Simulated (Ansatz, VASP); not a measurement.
## Two plane-wave programs on SrVO3

POSCAR

```
SrVO3
1.0
    3.8413954800      0.0000000000      0.0000000000
    0.0000000000      3.8413954800      0.0000000000
    0.0000000000      0.0000000000      3.8413954800
V O Sr
1 3 1
Direct
    0.0000000000      0.0000000000      0.0000000000
    0.5000000000      0.0000000000      0.0000000000
    0.0000000000      0.5000000000      0.0000000000
    0.0000000000      0.0000000000      0.5000000000
    0.5000000000      0.5000000000      0.5000000000
```

Contents of INCAR.step1:

```
  ALGO = Normal
  EDIFF = 1E-4
  ENCUT = 520
  GGA = PE
  ISMEAR = -1
  LASPH = T
  LCHARG = F
  LREAL = F
  LWAVE = T
  NBANDS = 28
  NELM = 100
  PREC = Accurate
  SIGMA = 0.1
```

Contents of INCAR.step2:

```
  ALGO = Normal
  EDIFF = 1E-7
  ENCUT = 520
  ISIF = 2
  ISMEAR = -1
  ISTART = 1
  LASPH = T
  LCHARG = F
  LMIXTAU = T
  LREAL = F
  LWAVE = F
  METAGGA = R2SCAN
  NBANDS = 28
  NELM = 100
  PREC = Accurate
  SIGMA = 0.1
```

File KPOINTS:

```
k-points
0
Gamma
  6 6 6
```

Input for Ansatz:

```yaml
crystal:
  lattice:
    - [3.84139548, 0.0, 0.0]
    - [0.0, 3.84139548, 0.0]
    - [0.0, 0.0, 3.84139548]
  atoms:
    - { symbol: V, position: [0.0, 0.0, 0.0] }
    - { symbol: O, position: [0.5, 0.0, 0.0] }
    - { symbol: O, position: [0.0, 0.5, 0.0] }
    - { symbol: O, position: [0.0, 0.0, 0.5] }
    - { symbol: Sr, position: [0.5, 0.5, 0.5] }
kpoints:
  mp_grid: { grid: [6, 6, 6], shift: [0, 0, 0] }
magnetization:
  spin_polarized: false
scf:
  occupations: { method: fermi_dirac }
  lower_state_search: "off"
  max_iter: 200
hamiltonian:
  pseudopotentials: { kind: paw }
  xc: r2scan
basis:
  ecutwfc: 500
  fft_grid_basis: typed
output:
  forces: true
  stress: true
  eigenvalues: true
  bader: true
  populations: true
  elf: true
  write_potential: true
  volumetric_format: npy
  dos:
    e_range: [-12, 8]
    de: 0.05
    projected: { site_lists: { O: [O], Sr: [Sr], V: [V] } }
checkpoint:
  read: saved_state
```

Alike in both runs: task single point; functional r2SCAN; k mesh 6 × 6 × 6; no spin polarisation.

|  | VASP | Ansatz |
| --- | --- | --- |
| version | VASP 6.6.1 | Ansatz 0.2.0 |
| potentials or method | VASP PAW PBE potentials, release 64 (V_sv, O, Sr_sv), cutoff 520 eV | PAW plane waves |
| occupations | fermi-dirac, width 0.1 eV | fermi-dirac |
| valence electrons in the cell | 41 | 41 |

Ansatz gave:

| Property | Result |
| --- | --- |
| pressure (GPa) | -1.9 |

Q: Estimate VASP's values.

A: Pressure (GPa): -1.0.

VASP's potentials were made for PBE, not for r2SCAN.
